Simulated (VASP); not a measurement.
# LiF (P6_3mc) in VASP: notebook

LiF is run at these levels: r2SCAN50, r2SCAN; tasks: single point.

Program: VASP 6.6.1. These are calculated values, not measurements. Logs are shortened: lines on timing, memory, paths and dates and some standing lists are left out, and cuts for length are marked.

## 1. The cell of the first run

It takes space group P6_3mc (No. 186, hexagonal). The conventional cell has a = 3.081 Å, b = 3.081 Å, c = 4.785 Å, α = 90.00°, β = 90.00°, γ = 120.00°. Li (site symmetry 3m) has 4 F at 1.86 to 1.87 Å within 2.5 Å. F (site symmetry 3m) has 4 Li at 1.86 to 1.87 Å within 2.5 Å.

## 2. Single point, r2SCAN50

Contents of POSCAR:

```
LiF
1.0
    3.0810519408      0.0000000000      0.0000000000
   -1.5405259704      2.6682692511      0.0000000000
    0.0000000000      0.0000000000      4.7852338528
Li F
2 2
Direct
    0.3333333333      0.6666666667      0.3824388584
    0.6666666667      0.3333333333      0.8824388584
    0.3333333333      0.6666666667      0.9925591416
    0.6666666667      0.3333333333      0.4925591416
```

Contents of INCAR.step1:

```
SYSTEM = LiF
  ALGO = Normal
  EDIFF = 1E-5
  ENCUT = 520
  GGA = PE
  ISIF = 2
  ISMEAR = 0
  LASPH = .TRUE.
  LCHARG = .FALSE.
  LREAL = .FALSE.
  LWAVE = .TRUE.
  NBANDS = 18
  NELM = 100
  PREC = Accurate
  SIGMA = 0.01
```

Contents of INCAR.step2:

```
SYSTEM = LiF
  AEXX = 0.5
  ALGO = Normal
  EDIFF = 1E-6
  ENCUT = 520
  ISIF = 2
  ISMEAR = 0
  ISTART = 1
  LASPH = .TRUE.
  LCHARG = .FALSE.
  LHFCALC = .TRUE.
  LMIXTAU = .TRUE.
  LREAL = .FALSE.
  LWAVE = .FALSE.
  METAGGA = R2SCAN
  NBANDS = 18
  NELM = 100
  PREC = Accurate
  PRECFOCK = Normal
  SIGMA = 0.01
```

Contents of KPOINTS:

```
k-points
0
G
  6 6 2
  0 0 0
```

Potentials or basis: VASP PAW PBE potentials, release 64 (Li_sv, F).

Run with:

```sh
cat potpaw_PBE.64/Li_sv/POTCAR potpaw_PBE.64/F/POTCAR > POTCAR
cp INCAR.step1 INCAR
mpirun -np 1 vasp_std > vasp.out
cp INCAR.step2 INCAR
mpirun -np 1 vasp_std > vasp.out
```

OUTCAR:

```text
SYSTEM = LiF
   AEXX = 0.5
   EDIFF = 1E-6
   ENCUT = 520
   ISIF = 2
   ISMEAR = 0
   ISTART = 1
   LASPH = .TRUE.
   LHFCALC = .TRUE.
   LREAL = .FALSE.
   METAGGA = R2SCAN
   NELM = 100
   PREC = Accurate
   PRECFOCK = Normal

 ion  position               nearest neighbor table
   1  0.333  0.667  0.382-   4 1.86   4 1.86   4 1.86   3 1.87
   2  0.667  0.333  0.882-   3 1.86   3 1.86   3 1.86   4 1.87
   3  0.333  0.667  0.993-   2 1.86   2 1.86   2 1.86   1 1.87
   4  0.667  0.333  0.493-   1 1.86   1 1.86   1 1.86   2 1.87

  LATTYP: Found a hexagonal cell.
 ALAT       =     3.0810519408
 C/A-ratio  =     1.5531169045

  Lattice vectors:

 A1 = (   3.0810519408,   0.0000000000,   0.0000000000)
 A2 = (  -1.5405259704,   2.6682692511,   0.0000000000)
 A3 = (   0.0000000000,   0.0000000000,   4.7852338528)

Analysis of symmetry for initial positions (statically):
=====================================================================
 Subroutine PRICEL returns:
 Original cell was already a primitive cell.

 Routine SETGRP: Setting up the symmetry group for a
 hexagonal supercell.

 Subroutine GETGRP returns: Found 12 space group operations
 (whereof  6 operations were pure point group operations)
 out of a pool of 24 trial point group operations.

The static configuration has the point symmetry C_3v.
 The point group associated with its full space group is C_6v.

Analysis of symmetry for dynamics (positions and initial velocities):
=====================================================================
 Subroutine PRICEL returns:
 Original cell was already a primitive cell.

 Routine SETGRP: Setting up the symmetry group for a
 hexagonal supercell.

 Subroutine GETGRP returns: Found 12 space group operations
 (whereof  6 operations were pure point group operations)
 out of a pool of 24 trial point group operations.

The dynamic configuration has the point symmetry C_3v.
 The point group associated with its full space group is C_6v.

 Subroutine INISYM returns: Found 12 space group operations
 (whereof  6 operations are pure point group operations),
 and found     1 'primitive' translations

----------------------------------------------------------------------------------------

                                     Primitive cell

  volume of cell :      39.3398

  direct lattice vectors                    reciprocal lattice vectors
     3.081051941  0.000000000  0.000000000     0.324564473  0.187387386  0.000000000
    -1.540525970  2.668269251  0.000000000     0.000000000  0.374774772  0.000000000
     0.000000000  0.000000000  4.785233853     0.000000000  0.000000000  0.208976203

  length of vectors
     3.081051941  3.081051941  4.785233853     0.374774772  0.374774772  0.208976203

  position of ions in fractional coordinates (direct lattice)
     0.333333333  0.666666667  0.382438858
     0.666666667  0.333333333  0.882438858
     0.333333333  0.666666667  0.992559142
     0.666666667  0.333333333  0.492559142

  ion indices of the primitive-cell ions
   primitive index   ion index
                 1           1
                 2           2
                 3           3
                 4           4

----------------------------------------------------------------------------------------

 KPOINTS: k-points

Automatic generation of k-mesh.
 Grid dimensions read from file:
 generate k-points for:    6    6    2

 Generating k-lattice:

  Cartesian coordinates                     Fractional coordinates (reciprocal lattice)
     0.054094079  0.031231231  0.000000000     0.166666667  0.000000000  0.000000000
     0.000000000  0.062462462  0.000000000     0.000000000  0.166666667  0.000000000
     0.000000000  0.000000000  0.104488101     0.000000000  0.000000000  0.500000000

  Length of vectors
     0.062462462  0.062462462  0.104488101

  Shift w.r.t. Gamma in fractional coordinates (k-lattice)
     0.000000000  0.000000000  0.000000000

 Subroutine IBZKPT returns following result:
 ===========================================

 Found     14 irreducible k-points:

 Following reciprocal coordinates:
            Coordinates               Weight
  0.000000  0.000000  0.000000      1.000000
  0.166667  0.000000  0.000000      6.000000
  0.333333  0.000000  0.000000      6.000000
  0.500000  0.000000  0.000000      3.000000
  0.166667  0.166667  0.000000      6.000000
  0.333333  0.166667  0.000000     12.000000
  0.333333  0.333333  0.000000      2.000000
  0.000000  0.000000  0.500000      1.000000
  0.166667  0.000000  0.500000      6.000000
  0.333333  0.000000  0.500000      6.000000
  0.500000  0.000000  0.500000      3.000000
  0.166667  0.166667  0.500000      6.000000
  0.333333  0.166667  0.500000     12.000000
  0.333333  0.333333  0.500000      2.000000
   k-points           NKPTS =     14   k-points in BZ     NKDIM =     72   number of bands    NBANDS=     18
   number of dos      NEDOS =    301   number of ions     NIONS =      4
   total plane-waves  NPLWV =  20736
   dimension x,y,z NGX =    24 NGY =   24 NGZ =   36
   dimension x,y,z NGXF=    48 NGYF=   48 NGZF=   72
   ions per type =               2   2
   NGX,Y,Z   is equivalent  to a cutoff of  12.95, 12.95, 12.51 a.u.
   NGXF,Y,Z  is equivalent  to a cutoff of  25.90, 25.90, 25.01 a.u.
 SYSTEM =  LiF
   PREC   = accura    normal or accurate (medium, high low for compatibility)
   ISTART =      1    job   : 0-new  1-cont  2-samecut
   ICHARG =      0    charge: 1-file 2-atom 10-const
   ISPIN  =      1    spin polarized calculation?
   LNONCOLLINEAR =      F non collinear calculations
   LSORBIT =      F    spin-orbit coupling
   LASPH  =      T    aspherical Exc in radial PAW
   ENCUT  =  520.0 eV  38.22 Ry    6.18 a.u.   5.73  5.73  8.90*2*pi/ulx,y,z
   NELM   =    100;   NELMIN=  2; NELMDL=  0     # of ELM steps
   EDIFF  = 0.1E-05   stopping-criterion for ELM
   LREAL  =      F    real-space projection
   EDIFFG = 0.1E-04   stopping-criterion for IOM
   NSW    =      0    number of steps for IOM
   IBRION =     -1    ionic relax: 0-MD 1-quasi-New 2-CG
   NFREE  =      0    steps in history (QN), initial steepest desc. (CG)
   ISIF   =      2    stress and relaxation
   ISYM   =      3    0-nonsym 1-usesym 2-fastsym
   POTIM  = 0.5000    time-step for ionic-motion
   TEBEG  =    0.0;   TEEND  =   0.0 temperature during run
   PSTRESS=    0.0 pullay stress
   NELECT =      20.0000    total number of electrons
   NUPDOWN=      -1.0000    fix difference up-down
   EMIN   =  10.00;   EMAX   =-10.00  energy-range for DOS
   EFERMI =   0.00;   METHOD = LEGACY
   ISMEAR =     0;   SIGMA  =   0.01  broadening in eV -4-tet -1-fermi 0-gaus
   EFERMI_NEDOS =   21; number of points for ismear=-14 and -15
   IALGO  =     38    algorithm
   IMIX   =      1    mixing-type and parameters
     AMIX     =   0.40;   BMIX     =  1.00
     AMIX_MAG =   1.60;   BMIX_MAG =  1.00
  volume/ion in A,a.u.               =       9.83        66.37
  Fermi-wavevector in a.u.,A,eV,Ry     =   1.306595  2.469106 23.227725  1.707190
  Thomas-Fermi vector in A             =   2.437386
   LORBIT       =      0    0 simple, 1 ext, 2 COOP (PROOUT), +10 PAW based schemes
   METAGGA = R2SCAN    functional components
   LHFCALC =     T    Hartree Fock is set to
   PRECFOCK=normal    Normal, Fast or Accurate (Low or Medium for compatibility)
   ENCUT4O =  -1.0   cutoff for four orbital integrals eV
   NKREDX  =     1    reduce k-point grid by
   NKREDY  =     1    reduce k-point grid by
   NKREDZ  =     1    reduce k-point grid by
   AEXX    =    0.5000 exact exchange contribution
   HFSCREEN=    0.0000 screening length (either q_TF or 0.3 A-1)
   HFSCREENC=   0.0000 screening length for correlation (either q_TF or 0.3 A-1)
   ENCUTFOCK=  -1.0 apply spherical cutoff to Coloumb kernel
   IVDW    =     0    specifies the selected vdW correction
   LEPSILON=     F    determine dielectric tensor
   LRPA    =     F    only Hartree local field effects (RPA)
 non-spin polarized calculation
 Gauss-broadening in eV      SIGMA  =   0.01
  energy-cutoff  :      520.00
  volume of cell :       39.34
 maximum number of plane-waves:      1085
 NGX is ok and might be reduce to    24
  NGX = 18; NGY = 18; NGZ = 28

 number of electron      20.0000014 magnetization

 Free energy of the ion-electron system (eV)
  ---------------------------------------------------
  ext. energy  EPLUGINS =         0.00000000
  ---------------------------------------------------
  free energy    TOTEN  =       -30.63728295 eV

  energy without entropy =      -30.63728295  energy(sigma->0) =      -30.63728295

 E-fermi :  -6.8933     XC(G=0):  -5.2662

 val. band max:       -6.9690555183   @ k =   0.0000   0.0000   0.0000
 cond. band min:       6.9506562827   @ k =   0.0000   0.0000   0.0000
 fundamental gap:     13.9197118010
 Fermi energy:        -6.8933482089

 k-point     1 :       0.0000    0.0000    0.0000
  band No.  band energies     occupation
      1     -51.9067      2.00000
      2     -51.8584      2.00000
      3     -29.9111      2.00000
      4     -29.6374      2.00000
      5      -9.3502      2.00000
      6      -7.5304      2.00000
[... 10 lines left out ...]
     17      19.9586      0.00000
     18      20.9335      0.00000

 k-point     2 :       0.1667    0.0000    0.0000
  band No.  band energies     occupation
      1     -51.8974      2.00000
      2     -51.8548      2.00000
      3     -29.8724      2.00000
      4     -29.6307      2.00000
      5      -9.1955      2.00000
      6      -7.8430      2.00000
[... 10 lines left out ...]
     17      20.2311      0.00000
     18      20.2574      0.00000

 k-point     3 :       0.3333    0.0000    0.0000
  band No.  band energies     occupation
      1     -51.8771      2.00000
      2     -51.8493      2.00000
      3     -29.7831      2.00000
      4     -29.6278      2.00000
      5      -8.9756      2.00000
      6      -8.3819      2.00000
[... 202 lines left out ...]
 k-point    13 :       0.3333    0.1667    0.5000
  band No.  band energies     occupation
      1     -51.8568      2.00000
      2     -51.8568      2.00000
      3     -29.6845      2.00000
      4     -29.6845      2.00000
      5      -8.8092      2.00000
      6      -8.8092      2.00000
[... 10 lines left out ...]
     17      20.5989      0.00000
     18      20.5989      0.00000

 k-point    14 :       0.3333    0.3333    0.5000
  band No.  band energies     occupation
      1     -51.8536      2.00000
      2     -51.8536      2.00000
      3     -29.6720      2.00000
      4     -29.6720      2.00000
      5      -8.6680      2.00000
      6      -8.6680      2.00000
[... 10 lines left out ...]
     17      21.7749      0.00000
     18      21.7749      0.00000

------------------------ aborting loop because EDIFF is reached ----------------------------------------

  FORCE on cell =-STRESS in cart. coord.  units (eV):
  Direction    XX          YY          ZZ          XY          YZ          ZX
  --------------------------------------------------------------------------------------
  -------------------------------------------------------------------------------------
  Total       -0.5638133     -0.5638133     -0.5215801      0.0000000      0.0000000     -0.0000000
  in kB      -22.9622279    -22.9622279    -21.2422137      0.0000000      0.0000000     -0.0000000
  external PRESSURE =     -22.3888899 kB  Pullay stress =       0.0000000 kB

 VOLUME and BASIS-vectors are now :
 -----------------------------------------------------------------------------
  energy-cutoff  :      520.00
  volume of cell :       39.34
      direct lattice vectors                 reciprocal lattice vectors
     3.081051941  0.000000000  0.000000000     0.324564473  0.187387386  0.000000000
    -1.540525970  2.668269251  0.000000000     0.000000000  0.374774772  0.000000000
     0.000000000  0.000000000  4.785233853     0.000000000  0.000000000  0.208976203

 POSITION                                       TOTAL-FORCE (eV/Angst)
 -----------------------------------------------------------------------------------
     -0.00000      1.77885      1.83006         0.000000     -0.000000     -0.008516
      1.54053      0.88942      4.22268        -0.000000      0.000000     -0.008516
     -0.00000      1.77885      4.74963        -0.000000      0.000000      0.008516
      1.54053      0.88942      2.35701         0.000000     -0.000000      0.008516
 -----------------------------------------------------------------------------------
    total drift:                                0.000001      0.000002      0.017829

  FREE ENERGIE OF THE ION-ELECTRON SYSTEM (eV)
  ---------------------------------------------------
  free  energy   TOTEN  =       -30.6372829483 eV

  energy  without entropy=      -30.6372829483  energy(sigma->0) =      -30.63728295
```

Wall time 28 min (1 thread of Intel Xeon Platinum 8488C (Sapphire Rapids), shared host); peak memory 0.16 GiB.

Results:

- Free energy: -30.6373 eV
- Largest force: 0.009 eV/Å
- Band gap on the k mesh: 13.92 eV

Forces on the atoms (eV/Å):
```
Li   0.000  0.000 -0.009
Li   0.000  0.000 -0.009
F    0.000  0.000  0.009
F    0.000  0.000  0.009
```

Caveat: the k points lie up to 0.66 Å⁻¹ apart; the cutoff is under 1.25 times the usual one of these potentials, so pressure, stress and relaxed cells hold a basis-set (Pulay) error; the PAW data sets were made with another functional, which shifts forces and pressure a little.

[end of part 1 of 2]
